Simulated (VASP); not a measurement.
# Na2Hg (P6_3/mmc) in VASP: further runs, part 2 of 2

VASP 6.6.1. Earlier steps stand in the parts before.

### 3 Single point, PBE

This run uses another cell than the first one, of 28.65 Å³/atom, 1.545 times its volume.

The input, INCAR:

```
SYSTEM = Na2Hg
  ALGO = Fast
  EDIFF = 1E-6
  ENCUT = 520
  GGA = PE
  ISIF = 2
  ISMEAR = 0
  LASPH = .TRUE.
  LCHARG = .TRUE.
  LELF = .TRUE.
  LREAL = .FALSE.
  LVHAR = .TRUE.
  LWAVE = .FALSE.
  NBANDS = 35
  NELM = 60
  PREC = Accurate
  SIGMA = 0.1
```

The input, KPOINTS:

```
k-points
0
G
  12 12 6
  0 0 0
```

The input, POSCAR:

```
Na2Hg
1.0
    5.4149935056      0.0000000000      0.0000000000
   -2.7074967528      4.6895219372      0.0000000000
    0.0000000000      0.0000000000      6.7686161915
Na Hg
4 2
Direct
    0.3333333333      0.6666666667      0.2500000000
    0.6666666667      0.3333333333      0.7500000000
    0.0000000000      0.0000000000      0.0000000000
    0.0000000000      0.0000000000      0.5000000000
    0.3333333333      0.6666666667      0.7500000000
    0.6666666667      0.3333333333      0.2500000000
```

Potentials or basis: VASP PAW PBE potentials, release 64 (Na_pv, Hg).

Command:

```bash
$ cat potpaw_PBE.64/Na_pv/POTCAR potpaw_PBE.64/Hg/POTCAR > POTCAR
$ mpirun -np 1 vasp_std > vasp.out
```

OUTCAR:

```text
SYSTEM = Na2Hg
   EDIFF = 1E-6
   ENCUT = 520
   GGA = PE
   ISIF = 2
   ISMEAR = 0
   LASPH = .TRUE.
   LREAL = .FALSE.
   NELM = 60
   PREC = Accurate

 ion  position               nearest neighbor table
   1  0.333  0.667  0.250-   6 3.13   6 3.13   6 3.13
   2  0.667  0.333  0.750-   5 3.13   5 3.13   5 3.13
   3  0.000  0.000  0.000-
   4  0.000  0.000  0.500-
   5  0.333  0.667  0.750-   2 3.13   2 3.13   2 3.13
   6  0.667  0.333  0.250-   1 3.13   1 3.13   1 3.13

  LATTYP: Found a hexagonal cell.
 ALAT       =     5.4149935056
 C/A-ratio  =     1.2499767884

  Lattice vectors:

 A1 = (   5.4149935056,   0.0000000000,   0.0000000000)
 A2 = (  -2.7074967528,   4.6895219372,   0.0000000000)
 A3 = (   0.0000000000,   0.0000000000,   6.7686161915)

Analysis of symmetry for initial positions (statically):
=====================================================================
 Subroutine PRICEL returns:
 Original cell was already a primitive cell.

 Routine SETGRP: Setting up the symmetry group for a
 hexagonal supercell.

 Subroutine GETGRP returns: Found 24 space group operations
 (whereof 12 operations were pure point group operations)
 out of a pool of 24 trial point group operations.

The static configuration has the point symmetry D_3d.
 The point group associated with its full space group is D_6h.

Analysis of symmetry for dynamics (positions and initial velocities):
=====================================================================
 Subroutine PRICEL returns:
 Original cell was already a primitive cell.

 Routine SETGRP: Setting up the symmetry group for a
 hexagonal supercell.

 Subroutine GETGRP returns: Found 24 space group operations
[... 129 lines left out ...]
   IALGO  =     68    algorithm
   IMIX   =      4    mixing-type and parameters
     AMIX     =   0.40;   BMIX     =  1.00
     AMIX_MAG =   1.60;   BMIX_MAG =  1.00
  volume/ion in A,a.u.               =      28.65       193.32
  Fermi-wavevector in a.u.,A,eV,Ry     =   1.099007  2.076822 16.433341  1.207816
  Thomas-Fermi vector in A             =   2.235394
   LORBIT       =      0    0 simple, 1 ext, 2 COOP (PROOUT), +10 PAW based schemes
   GGA     = PE    functional components
   LHFCALC =     F    Hartree Fock is set to
   AEXX    =    0.0000 exact exchange contribution
   IVDW    =     0    specifies the selected vdW correction
   LEPSILON=     F    determine dielectric tensor
   LRPA    =     F    only Hartree local field effects (RPA)
 non-spin polarized calculation
 RMM-DIIS sequential band-by-band and
 Gauss-broadening in eV      SIGMA  =   0.10
  energy-cutoff  :      520.00
  volume of cell :      171.88
 maximum number of plane-waves:      4673
   NGX = 21   NGY = 21   NGZ = 25

 number of electron      51.9999964 magnetization

 Free energy of the ion-electron system (eV)
  ---------------------------------------------------
  ext. energy  EPLUGINS =         0.00000000
  ---------------------------------------------------
  free energy    TOTEN  =        -6.75884953 eV

  energy without entropy =       -6.74398176  energy(sigma->0) =       -6.75141565

 E-fermi :   1.2910     XC(G=0):  -8.0389

 val. band max:        1.2726473841   @ k =   0.3333   0.0833   0.0000
 cond. band min:       1.2955993720   @ k =   0.2500   0.0000   0.1667
 fundamental gap:      0.0229519879
 Fermi energy:         1.2910231089

 k-point     1 :       0.0000    0.0000    0.0000
  band No.  band energies     occupation
      1     -23.4853      2.00000
      2     -23.4420      2.00000
      3     -23.4420      2.00000
      4     -23.4351      2.00000
      5     -23.4351      2.00000
      6     -23.4347      2.00000
[... 901 lines left out ...]
     34       6.8190      0.00000
     35       7.2402      0.00000

 [... further k-points ...]

------------------------ aborting loop because EDIFF is reached ----------------------------------------

  FORCE on cell =-STRESS in cart. coord.  units (eV):
  Direction    XX          YY          ZZ          XY          YZ          ZX
  --------------------------------------------------------------------------------------
  -------------------------------------------------------------------------------------
  Total       -0.0193490     -0.0193490     -0.0060538      0.0000000     -0.0000000      0.0000000
  in kB       -0.1803607     -0.1803607     -0.0564299      0.0000000     -0.0000000      0.0000000
  external PRESSURE =      -0.1390504 kB  Pullay stress =       0.0000000 kB

 VOLUME and BASIS-vectors are now :
 -----------------------------------------------------------------------------
  energy-cutoff  :      520.00
  volume of cell :      171.88
      direct lattice vectors                 reciprocal lattice vectors
     5.414993506  0.000000000  0.000000000     0.184672428  0.106620676  0.000000000
    -2.707496753  4.689521937  0.000000000     0.000000000  0.213241352  0.000000000
     0.000000000  0.000000000  6.768616191     0.000000000  0.000000000  0.147740686

 POSITION                                       TOTAL-FORCE (eV/Angst)
 -----------------------------------------------------------------------------------
     -0.00000      3.12635      1.69215         0.000000     -0.000000     -0.000000
      2.70750      1.56317      5.07646        -0.000000      0.000000     -0.000000
      0.00000      0.00000      0.00000         0.000000      0.000000      0.000000
      0.00000      0.00000      3.38431         0.000000      0.000000      0.000000
     -0.00000      3.12635      5.07646        -0.000000     -0.000000      0.000000
      2.70750      1.56317      1.69215         0.000000      0.000000      0.000000
 -----------------------------------------------------------------------------------
    total drift:                               -0.000000      0.000000     -0.000000

  FREE ENERGIE OF THE ION-ELECTRON SYSTEM (eV)
  ---------------------------------------------------
  free  energy   TOTEN  =        -6.7588495311 eV

  energy  without entropy=       -6.7439817627  energy(sigma->0) =       -6.75141565
```

OSZICAR:

```text
N       E                     dE             d eps       ncg     rms          rms(c)
DAV:   1     0.510822983724E+03    0.51082E+03   -0.25868E+04  5443   0.156E+03
DAV:   2     0.283082590478E+02   -0.48251E+03   -0.46643E+03  5328   0.437E+02
DAV:   3    -0.615057400152E+01   -0.34459E+02   -0.33947E+02  6100   0.131E+02
DAV:   4    -0.692398650674E+01   -0.77341E+00   -0.77164E+00  5959   0.197E+01
DAV:   5    -0.693672473776E+01   -0.12738E-01   -0.12737E-01  5982   0.267E+00    0.254E+00
RMM:   6    -0.676565991731E+01    0.17106E+00   -0.53081E-01  5556   0.341E+00    0.127E+00
RMM:   7    -0.676038334244E+01    0.52766E-02   -0.71155E-02  6262   0.929E-01    0.928E-01
RMM:   8    -0.675906545608E+01    0.13179E-02   -0.83632E-03  6027   0.686E-01    0.140E-01
RMM:   9    -0.675884540087E+01    0.22006E-03   -0.42968E-03  6106   0.383E-01    0.542E-02
RMM:  10    -0.675886942021E+01   -0.24019E-04   -0.34525E-04  7007   0.128E-01    0.336E-02
RMM:  11    -0.675884938879E+01    0.20031E-04   -0.10254E-04  6157   0.735E-02    0.945E-03
RMM:  12    -0.675884996544E+01   -0.57665E-06   -0.29259E-05  5711   0.349E-02    0.332E-03
RMM:  13    -0.675884953107E+01    0.43437E-06   -0.46082E-06  5780   0.147E-02
   1 F= -.67588495E+01 E0= -.67514156E+01  d E =-.148678E-01
```

Wall time 11 min (1 thread of Oxide Virtual Turin-like, shared host); peak memory 0.47 GiB.

Results:

| Quantity | Value |
| --- | --- |
| Free energy | -6.7588 eV |
| Pressure | 0.0 GPa |
| Band gap on the k mesh | zero (band 26 reaches 3.06 eV, above the bottom of band 27 at 0.38 eV) |

Caveat: spin-orbit coupling is left out, which moves the levels of the heavy elements.

### 4 Single point, PBE

This run uses another cell than the first one, of 28.71 Å³/atom, 1.548 times its volume.

The input, INCAR:

```
PREC     = Accurate       # precision mode
ENCUT    = 520            # plane-wave cutoff, eV
EDIFF    = 1E-6           # SCF threshold, eV
ISMEAR   = -1             # smearing method
SIGMA    = 0.15           # smearing width, eV
LREAL    = False          # projectors in reciprocal space
LASPH    = True           # aspherical terms in the spheres
NELM     = 100            # most SCF steps
ALGO     = Fast           # electronic algorithm
ISIF     = 2              # what is computed and relaxed
LWAVE    = False          # write WAVECAR
LCHARG   = False          # write CHGCAR
GGA      = PE             # functional
NBANDS   = 35             # bands
```

The input, KPOINTS:

```
Automatic mesh
0
Gamma
  12 12 6
```

POSCAR: that of step 3 with these lines changed.

```diff
@@ -2,5 +2,5 @@
 1.0
-    5.4149935056      0.0000000000      0.0000000000
-   -2.7074967528      4.6895219372      0.0000000000
-    0.0000000000      0.0000000000      6.7686161915
+    5.4279083160      0.0000000000      0.0000000000
+   -2.7139541580      4.7007064911      0.0000000000
+    0.0000000000      0.0000000000      6.7515940507
 Na Hg
```

Command:

```bash
$ cat potpaw_PBE.64/Na_pv/POTCAR potpaw_PBE.64/Hg/POTCAR > POTCAR
$ mpirun -np 1 vasp_std > vasp.out
```

Wall time 7.6 min (1 thread of Oxide Virtual Turin-like, shared host); peak memory 0.47 GiB.

The run converged. Its results:

* Free energy: -6.8474 eV
* Pressure: 0.0 GPa
* Band gap on the k mesh: zero (band 26 reaches 3.03 eV, above the bottom of band 27 at 0.37 eV)

Levels at points of the mesh, in eV from the Fermi level:
| k point | band 24 | band 25 | band 26 | band 27 | band 28 | band 29 |
| --- | --- | --- | --- | --- | --- | --- |
| (0.00, 0.00, 0.00) | -3.88 | -1.02 | 1.50 | 1.50 | 2.29 | 2.29 |
| (0.50, 0.00, 0.00) | -4.31 | -1.33 | 0.08 | 0.24 | 0.38 | 1.33 |
| (0.00, 0.00, 0.50) | -5.20 | 1.10 | 1.10 | 2.03 | 2.03 | 2.03 |
| (0.50, 0.00, 0.50) | -4.46 | -1.60 | -1.60 | 1.09 | 1.09 | 1.62 |

Caveat: spin-orbit coupling is left out, which moves the levels of the heavy elements.

### 5 Summary

```csv
task,cell,k mesh,cutoff (eV),smearing,gap on the mesh (eV),pressure (GPa)
relaxation of cell and atoms,"relaxed from a = 4.724, b = 4.724, c = 5.757 Å, angles 90.0, 90.0, 120.0°, 6 atoms",6 × 6 × 4,600,gaussian 0.1 eV,none,0.1
single point,"a = 5.415, b = 5.415, c = 6.769 Å, angles 90.0, 90.0, 120.0°, 6 atoms",12 × 12 × 6,520,gaussian 0.1 eV,none,0.0
single point,"a = 5.428, b = 5.428, c = 6.752 Å, angles 90.0, 90.0, 120.0°, 6 atoms",12 × 12 × 6,520,fermi-dirac 0.15 eV,none,0.0
```

Alike in all rows: level PBE; potentials or basis VASP PAW PBE potentials, release 64 (Na_pv, Hg); no spin polarisation.

Caveats: spin-orbit coupling is left out, which moves the levels of the heavy elements; the volume moved by over 15 % at a fixed basis, so the end points are rough (some runs).

Absolute energies hang on the potentials; compare differences alone.
